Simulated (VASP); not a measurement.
# Sn3Se (R-3m) in VASP: further runs

The runs below take Sn3Se through single point, with PBEsol.

Program: VASP 6.6.1. These are calculated values, not measurements. Logs are shortened: lines on timing, memory, paths and dates and some standing lists are left out, and cuts for length are marked.

## 1. The cell of the first run

Symmetry: R-3m, No. 166, trigonal system. Conventional cell: a = 6.957 Å, b = 6.957 Å, c = 7.242 Å, α = 90.00°, β = 90.00°, γ = 120.00°. Within 4.1 Å of Sn (site symmetry 2/m) lie 8 Sn at 3.14 to 3.48 Å and 4 Se at 3.14 to 3.48 Å. Se (site symmetry -3m) has 12 Sn at 3.14 to 3.48 Å within 4.1 Å.

## 2. Single point, PBEsol

The input, INCAR:

```
  ALGO = Normal
  EDIFF = 1E-6
  ENCUT = 520
  GGA = PS
  ISIF = 2
  ISMEAR = 0
  LASPH = T
  LCHARG = F
  LREAL = F
  LWAVE = F
  NBANDS = 32
  NELM = 60
  PREC = Accurate
  SIGMA = 0.15
```

The input, KPOINTS:

```
k-points
0
Gamma
  12 12 12
```

The input, POSCAR:

```
Sn3Se
1.0
    4.6730499638     -0.2459499981     -0.2459499981
   -0.2459499981      4.6730499638     -0.2459499981
   -0.2459499981     -0.2459499981      4.6730499638
Sn Se
3 1
Direct
    0.0000000000      0.5000000000      0.5000000000
    0.5000000000      0.0000000000      0.5000000000
    0.5000000000      0.5000000000      0.0000000000
    0.0000000000      0.0000000000      0.0000000000
```

Potentials or basis: VASP PAW PBE potentials, release 64 (Sn_d, Se).

The run is started by

```console
$ cat potpaw_PBE.64/Sn_d/POTCAR potpaw_PBE.64/Se/POTCAR > POTCAR
$ mpirun -np 1 vasp_std > vasp.out
```

OUTCAR:

```text
EDIFF = 1E-6
   ENCUT = 520
   GGA = PS
   ISIF = 2
   ISMEAR = 0
   LASPH = T
   LREAL = F
   NELM = 60
   PREC = Accurate

 ion  position               nearest neighbor table
   1  0.000  0.500  0.500-   2 3.14   3 3.14   4 3.14   4 3.14   3 3.14   2 3.14   2 3.48   3 3.48
                             2 3.48   3 3.48
   2  0.500  0.000  0.500-   1 3.14   3 3.14   4 3.14   3 3.14   4 3.14   1 3.14   3 3.48   1 3.48
                             1 3.48   3 3.48
   3  0.500  0.500  0.000-   1 3.14   2 3.14   4 3.14   2 3.14   1 3.14   4 3.14   1 3.48   1 3.48
                             2 3.48   2 3.48
   4  0.000  0.000  0.000-   1 3.14   2 3.14   3 3.14   1 3.14   2 3.14   3 3.14

  LATTYP: Found a trigonal (rhomboedric) cell.
 ALAT       =     4.6859768210
 COS(alpha) =    -0.1019283747

  Lattice vectors:

 A1 = (   4.6730499638,  -0.2459499981,  -0.2459499981)
 A2 = (  -0.2459499981,   4.6730499638,  -0.2459499981)
 A3 = (  -0.2459499981,  -0.2459499981,   4.6730499638)

Analysis of symmetry for initial positions (statically):
=====================================================================
 Subroutine PRICEL returns:
 Original cell was already a primitive cell.

 Routine SETGRP: Setting up the symmetry group for a
 trigonal (rhombohedral) supercell.

 Subroutine GETGRP returns: Found 12 space group operations
 (whereof 12 operations were pure point group operations)
 out of a pool of 12 trial point group operations.

The static configuration has the point symmetry D_3d.

Analysis of symmetry for dynamics (positions and initial velocities):
=====================================================================
 Subroutine PRICEL returns:
 Original cell was already a primitive cell.

 Routine SETGRP: Setting up the symmetry group for a
 trigonal (rhombohedral) supercell.

 Subroutine GETGRP returns: Found 12 space group operations
 (whereof 12 operations were pure point group operations)
 out of a pool of 12 trial point group operations.

The dynamic configuration has the point symmetry D_3d.

 Subroutine INISYM returns: Found 12 space group operations
 (whereof 12 operations are pure point group operations),
 and found     1 'primitive' translations

----------------------------------------------------------------------------------------

                                     Primitive cell

  volume of cell :     101.1694

  direct lattice vectors                    reciprocal lattice vectors
     4.673049964 -0.245949998 -0.245949998     0.215251786  0.011958433  0.011958433
    -0.245949998  4.673049964 -0.245949998     0.011958433  0.215251786  0.011958433
    -0.245949998 -0.245949998  4.673049964     0.011958433  0.011958433  0.215251786

  length of vectors
     4.685976821  4.685976821  4.685976821     0.215915122  0.215915122  0.215915122

  position of ions in fractional coordinates (direct lattice)
     1.000000000  0.500000000  0.500000000
     0.500000000  1.000000000  0.500000000
     0.500000000  0.500000000  1.000000000
     0.000000000  0.000000000  0.000000000

  ion indices of the primitive-cell ions
   primitive index   ion index
                 1           1
                 2           2
                 3           3
                 4           4

----------------------------------------------------------------------------------------

 KPOINTS: k-points

Automatic generation of k-mesh.
 Grid dimensions read from file:
 generate k-points for:   12   12   12

 Generating k-lattice:

  Cartesian coordinates                     Fractional coordinates (reciprocal lattice)
     0.017937649  0.000996536  0.000996536     0.083333333 -0.000000000 -0.000000000
     0.000996536  0.017937649  0.000996536    -0.000000000  0.083333333 -0.000000000
     0.000996536  0.000996536  0.017937649    -0.000000000 -0.000000000  0.083333333

  Length of vectors
     0.017992927  0.017992927  0.017992927

  Shift w.r.t. Gamma in fractional coordinates (k-lattice)
     0.000000000  0.000000000  0.000000000

 Subroutine IBZKPT returns following result:
 ===========================================

 Found    189 irreducible k-points:

 Following reciprocal coordinates:
            Coordinates               Weight
  0.000000  0.000000  0.000000      1.000000
  0.083333  0.000000  0.000000      6.000000
  0.166667 -0.000000 -0.000000      6.000000
  0.250000 -0.000000 -0.000000      6.000000
  0.333333 -0.000000  0.000000      6.000000
  0.416667 -0.000000 -0.000000      6.000000
[... 16 lines left out ...]
  0.500000  0.166667 -0.000000     12.000000
 -0.416667  0.166667 -0.000000     12.000000
 [... further k-points ...]
   k-points           NKPTS =    189   k-points in BZ     NKDIM =    189   number of bands    NBANDS=     32
   number of dos      NEDOS =    301   number of ions     NIONS =      4
   total plane-waves  NPLWV =  46656
   dimension x,y,z NGX =    36 NGY =   36 NGZ =   36
   dimension x,y,z NGXF=    72 NGYF=   72 NGZF=   72
   ions per type =               3   1
   NGX,Y,Z   is equivalent  to a cutoff of  12.77, 12.77, 12.77 a.u.
   NGXF,Y,Z  is equivalent  to a cutoff of  25.54, 25.54, 25.54 a.u.
 SYSTEM =  unknown system
   PREC   = accura    normal or accurate (medium, high low for compatibility)
   ISTART =      0    job   : 0-new  1-cont  2-samecut
   ICHARG =      2    charge: 1-file 2-atom 10-const
   ISPIN  =      1    spin polarized calculation?
   LNONCOLLINEAR =      F non collinear calculations
   LSORBIT =      F    spin-orbit coupling
   LASPH  =      T    aspherical Exc in radial PAW
   ENCUT  =  520.0 eV  38.22 Ry    6.18 a.u.   8.71  8.71  8.71*2*pi/ulx,y,z
   NELM   =     60;   NELMIN=  2; NELMDL= -5     # of ELM steps
   EDIFF  = 0.1E-05   stopping-criterion for ELM
   LREAL  =      F    real-space projection
   EDIFFG = 0.1E-04   stopping-criterion for IOM
   NSW    =      0    number of steps for IOM
   IBRION =     -1    ionic relax: 0-MD 1-quasi-New 2-CG
   NFREE  =      0    steps in history (QN), initial steepest desc. (CG)
   ISIF   =      2    stress and relaxation
   ISYM   =      2    0-nonsym 1-usesym 2-fastsym
   POTIM  = 0.5000    time-step for ionic-motion
   TEBEG  =    0.0;   TEEND  =   0.0 temperature during run
   PSTRESS=    0.0 pullay stress
   NELECT =      48.0000    total number of electrons
   NUPDOWN=      -1.0000    fix difference up-down
   EMIN   =  10.00;   EMAX   =-10.00  energy-range for DOS
   EFERMI =   0.00;   METHOD = LEGACY
   ISMEAR =     0;   SIGMA  =   0.15  broadening in eV -4-tet -1-fermi 0-gaus
   EFERMI_NEDOS =   21; number of points for ismear=-14 and -15
   IALGO  =     38    algorithm
   IMIX   =      4    mixing-type and parameters
     AMIX     =   0.40;   BMIX     =  1.00
     AMIX_MAG =   1.60;   BMIX_MAG =  1.00
  volume/ion in A,a.u.               =      25.29       170.68
  Fermi-wavevector in a.u.,A,eV,Ry     =   1.276847  2.412891 22.182091  1.630338
  Thomas-Fermi vector in A             =   2.409480
   LORBIT       =      0    0 simple, 1 ext, 2 COOP (PROOUT), +10 PAW based schemes
   GGA     = PS    functional components
   LHFCALC =     F    Hartree Fock is set to
   AEXX    =    0.0000 exact exchange contribution
   IVDW    =     0    specifies the selected vdW correction
   LEPSILON=     F    determine dielectric tensor
   LRPA    =     F    only Hartree local field effects (RPA)
 non-spin polarized calculation
 Gauss-broadening in eV      SIGMA  =   0.15
  energy-cutoff  :      520.00
  volume of cell :      101.17
 maximum number of plane-waves:      2745
   NGX = 17   NGY = 17   NGZ = 17

 number of electron      47.9999992 magnetization

 Free energy of the ion-electron system (eV)
  ---------------------------------------------------
  ext. energy  EPLUGINS =         0.00000000
  ---------------------------------------------------
  free energy    TOTEN  =       -16.46626654 eV

  energy without entropy =      -16.43588264  energy(sigma->0) =      -16.45107459

 E-fermi :   7.6247     XC(G=0): -10.5458

 val. band max:        7.6183093248   @ k =   0.2500   0.1667   0.1667
 cond. band min:       7.6247801481   @ k =  -0.2500   0.1667   0.0000
 fundamental gap:      0.0064708234
 Fermi energy:         7.6247207965

 k-point     1 :       0.0000    0.0000    0.0000
  band No.  band energies     occupation
      1     -14.0616      2.00000
      2     -14.0616      2.00000
      3     -14.0188      2.00000
      4     -13.9692      2.00000
      5     -13.9692      2.00000
      6     -13.9691      2.00000
[... 24 lines left out ...]
     31      12.1168      0.00000
     32      13.6504      0.00000

 k-point     2 :       0.0833    0.0000    0.0000
  band No.  band energies     occupation
      1     -14.0594      2.00000
      2     -14.0560      2.00000
      3     -14.0157      2.00000
      4     -13.9682      2.00000
      5     -13.9671      2.00000
      6     -13.9663      2.00000
[... 24 lines left out ...]
     31      12.4223      0.00000
     32      13.3726      0.00000

 k-point     3 :       0.1667   -0.0000   -0.0000
  band No.  band energies     occupation
      1     -14.0542      2.00000
      2     -14.0398      2.00000
      3     -14.0056      2.00000
      4     -13.9654      2.00000
      5     -13.9611      2.00000
      6     -13.9580      2.00000
[... 24 lines left out ...]
     31      12.6972      0.00000
     32      13.2303      0.00000

 k-point     4 :       0.2500   -0.0000   -0.0000
  band No.  band energies     occupation
      1     -14.0483      2.00000
      2     -14.0141      2.00000
      3     -13.9885      2.00000
      4     -13.9605      2.00000
      5     -13.9520      2.00000
      6     -13.9452      2.00000
[... 24 lines left out ...]
     31      12.6496      0.00000
     32      13.6307      0.00000

 k-point     5 :       0.3333   -0.0000    0.0000
  band No.  band energies     occupation
      1     -14.0436      2.00000
      2     -13.9816      2.00000
      3     -13.9684      2.00000
      4     -13.9510      2.00000
      5     -13.9413      2.00000
      6     -13.9293      2.00000
[... 584 lines left out ...]
     31      13.3298      0.00000
     32      13.7821      0.00000

 k-point    22 :       0.4167    0.1667    0.0000
  band No.  band energies     occupation
      1     -14.0213      2.00000
      2     -13.9596      2.00000
      3     -13.9433      2.00000
      4     -13.9328      2.00000
      5     -13.9107      2.00000
      6     -13.9040      2.00000
[... 24 lines left out ...]
     31      13.0001      0.00000
     32      14.6044      0.00000

 k-point    23 :       0.5000    0.1667   -0.0000
  band No.  band energies     occupation
      1     -14.0227      2.00000
      2     -13.9662      2.00000
      3     -13.9410      2.00000
      4     -13.9352      2.00000
      5     -13.9121      2.00000
      6     -13.9041      2.00000
[... 24 lines left out ...]
     31      12.6140      0.00000
     32      14.9046      0.00000

 k-point    24 :      -0.4167    0.1667   -0.0000
  band No.  band energies     occupation
      1     -14.0265      2.00000
      2     -13.9872      2.00000
      3     -13.9465      2.00000
      4     -13.9430      2.00000
      5     -13.9283      2.00000
      6     -13.9091      2.00000
[... 24 lines left out ...]
     31      12.8232      0.00000
     32      14.3709      0.00000

 [... further k-points ...]
[... 5 lines left out ...]
  --------------------------------------------------------------------------------------
  -------------------------------------------------------------------------------------
  Total        0.5349182      0.5349182      0.5349182      0.6522793      0.6522793      0.6522793
  in kB        8.4712715      8.4712715      8.4712715     10.3298684     10.3298684     10.3298684
  external PRESSURE =       8.4712715 kB  Pullay stress =       0.0000000 kB

 VOLUME and BASIS-vectors are now :
 -----------------------------------------------------------------------------
  energy-cutoff  :      520.00
  volume of cell :      101.17
      direct lattice vectors                 reciprocal lattice vectors
     4.673049964 -0.245949998 -0.245949998     0.215251786  0.011958433  0.011958433
    -0.245949998  4.673049964 -0.245949998     0.011958433  0.215251786  0.011958433
    -0.245949998 -0.245949998  4.673049964     0.011958433  0.011958433  0.215251786

 POSITION                                       TOTAL-FORCE (eV/Angst)
 -----------------------------------------------------------------------------------
     -0.24595      2.21355      2.21355        -0.000000     -0.000000      0.000000
      2.21355     -0.24595      2.21355         0.000000     -0.000000     -0.000000
      2.21355      2.21355     -0.24595        -0.000000      0.000000     -0.000000
      0.00000      0.00000      0.00000        -0.000000     -0.000000      0.000000
 -----------------------------------------------------------------------------------
    total drift:                                0.000000      0.000000      0.000000

  FREE ENERGIE OF THE ION-ELECTRON SYSTEM (eV)
  ---------------------------------------------------
  free  energy   TOTEN  =       -16.4662665354 eV

  energy  without entropy=      -16.4358826444  energy(sigma->0) =      -16.45107459
```

Wall time 3.6 min (1 thread of Intel Xeon 6975P-C (Granite Rapids), shared host); peak memory 0.57 GiB.

What came out:

- Free energy: -16.4663 eV
- Pressure: 0.8 GPa
- Band gap on the k mesh: zero (band 24 reaches 9.21 eV, above the bottom of band 25 at 7.23 eV)

Caveat: the PAW data sets were made with another functional, which shifts forces and pressure a little; spin-orbit coupling is left out, which moves the levels of the heavy elements.

## 3. Single point, PBEsol

This run uses another cell than the first one, of the same volume but with other edges.

The input, INCAR:

```
ALGO = Normal ; EDIFF = 1E-6
ENCUT = 520 ; GGA = PS
ISIF = 2 ; ISMEAR = 0
LASPH = True ; LCHARG = True
LELF = True ; LREAL = False
LVHAR = True ; LWAVE = False
NBANDS = 32 ; NELM = 100
PREC = Accurate ; SIGMA = 0.15
```

KPOINTS is that of step 2.

The input, POSCAR:

```
Sn3Se
1.0
    4.9311157743      1.2327789436      1.2327789436
    1.2327789436      4.9311157743      1.2327789436
    1.2327789436      1.2327789436      4.9311157743
Sn Se
3 1
Direct
    0.0000000000      0.5000000000      0.5000000000
    0.5000000000      0.0000000000      0.5000000000
    0.5000000000      0.5000000000      0.0000000000
    0.0000000000      0.0000000000      0.0000000000
```

Potentials or basis: VASP PAW PBE potentials, release 64 (Sn_d, Se).

The run is started by

```console
$ cat potpaw_PBE.64/Sn_d/POTCAR potpaw_PBE.64/Se/POTCAR > POTCAR
$ mpirun -np 1 vasp_std > vasp.out
```

It took 7.3 min on 1 thread of Oxide Virtual Turin-like, shared host; peak memory 0.57 GiB.

Results (log left out):

```yaml
Free_energy: -10.5676 eV
Pressure: 37.4 GPa
Band_gap_on_the_k_mesh: zero (band 24 reaches 7.92 eV, above the bottom of band 25 at 7.29 eV)
```

Stress tensor (GPa, compression positive):
```
 37.40 -19.83 -19.83
-19.83  37.40 -19.83
-19.83 -19.83  37.40
```

Levels at points of the mesh, in eV from the Fermi level:
| k point | band 20 | band 21 | band 22 | band 23 | band 24 | band 25 | band 26 | band 27 | band 28 | band 29 |
| --- | --- | --- | --- | --- | --- | --- | --- | --- | --- | --- |
| (0.00, 0.00, 0.00) | -5.95 | -4.37 | -4.37 | -4.22 | -0.40 | 1.77 | 1.77 | 1.84 | 4.34 | 4.34 |
| (0.50, 0.00, 0.00) | -3.57 | -1.98 | -1.74 | -1.54 | -0.59 | -0.15 | 0.43 | 0.60 | 3.75 | 4.13 |
| (0.50, 0.50, 0.50) | -6.06 | -5.96 | -4.58 | -4.58 | -0.38 | 2.88 | 2.88 | 4.96 | 4.96 | 5.58 |
| (0.50, 0.50, 0.00) | -4.16 | -3.00 | -1.66 | -1.56 | -0.67 | 0.70 | 0.99 | 2.86 | 3.97 | 3.98 |

Caveat: the PAW data sets were made with another functional, which shifts forces and pressure a little; spin-orbit coupling is left out, which moves the levels of the heavy elements.

## 4. Single point, PBEsol

The input, INCAR:

```
SYSTEM = Sn3Se
PREC = Accurate
ENCUT = 520
EDIFF = 1E-6
ISMEAR = 0
SIGMA = 0.15
LREAL = .FALSE.
LASPH = .TRUE.
NELM = 60
ALGO = Normal
ISIF = 2
LWAVE = .FALSE.
LCHARG = .FALSE.
GGA = PS
NBANDS = 32
```

The input, KPOINTS:

```
regular mesh
0
G
  12 12 12
  0 0 0
```

The input, POSCAR:

```
Sn3Se
1.0
    4.7182221056     -0.5049019965     -0.5049019965
   -0.5049019965      4.7182221056     -0.5049019965
   -0.5049019965     -0.5049019965      4.7182221056
Sn Se
3 1
Direct
    0.0000000000      0.5000000000      0.5000000000
    0.5000000000      0.0000000000      0.5000000000
    0.5000000000      0.5000000000      0.0000000000
    0.0000000000      0.0000000000      0.0000000000
```

The run is started by

```console
$ cat potpaw_PBE.64/Sn_d/POTCAR potpaw_PBE.64/Se/POTCAR > POTCAR
$ mpirun -np 1 vasp_std > vasp.out
```

Run time: 7 min. Hardware: 1 thread of Oxide Virtual Turin-like, shared host; peak memory 0.54 GiB.

The run converged. Its results:

```yaml
Free_energy: -16.4954 eV
Pressure: 2.0 GPa
Band_gap_on_the_k_mesh: zero (band 24 reaches 8.23 eV, above the bottom of band 25 at 6.78 eV)
```

Stress tensor (GPa, compression positive):
```
 2.00 -1.62 -1.62
-1.62  2.00 -1.62
-1.62 -1.62  2.00
```

Levels at points of the mesh, in eV from the Fermi level:
| k point | band 22 | band 23 | band 24 | band 25 | band 26 | band 27 |
| --- | --- | --- | --- | --- | --- | --- |
| (0.00, 0.00, 0.00) | -4.22 | -1.79 | -1.79 | -0.34 | 3.15 | 3.48 |
| (0.50, 0.00, 0.00) | -1.59 | -1.45 | -0.19 | 0.75 | 1.41 | 1.71 |
| (0.50, 0.50, 0.00) | -2.13 | -1.72 | -1.01 | -0.39 | 2.28 | 2.32 |
| (0.50, 0.50, 0.50) | -3.84 | -3.82 | 0.66 | 0.66 | 3.93 | 5.43 |

Caveat: the PAW data sets were made with another functional, which shifts forces and pressure a little; spin-orbit coupling is left out, which moves the levels of the heavy elements.

## 5. Summary

| cell | gap on the mesh (eV) | pressure (GPa) |
| --- | --- | --- |
| a = 4.686 Å, angles 95.9°, 4 atoms | none | 0.8 |
| a = 5.230 Å, angles 60.0°, 4 atoms | none | 37.4 |
| a = 4.772 Å, angles 101.4°, 4 atoms | none | 2.0 |

Alike in all rows: task single point; level PBEsol; potentials or basis VASP PAW PBE potentials, release 64 (Sn_d, Se); no spin polarisation; k mesh 12 × 12 × 12; cutoff (eV) 520; smearing gaussian 0.15 eV.

Caveats: the PAW data sets were made with another functional, which shifts forces and pressure a little; spin-orbit coupling is left out, which moves the levels of the heavy elements.

Total energies depend on the potentials used, so only differences within one code and one set of settings carry meaning.
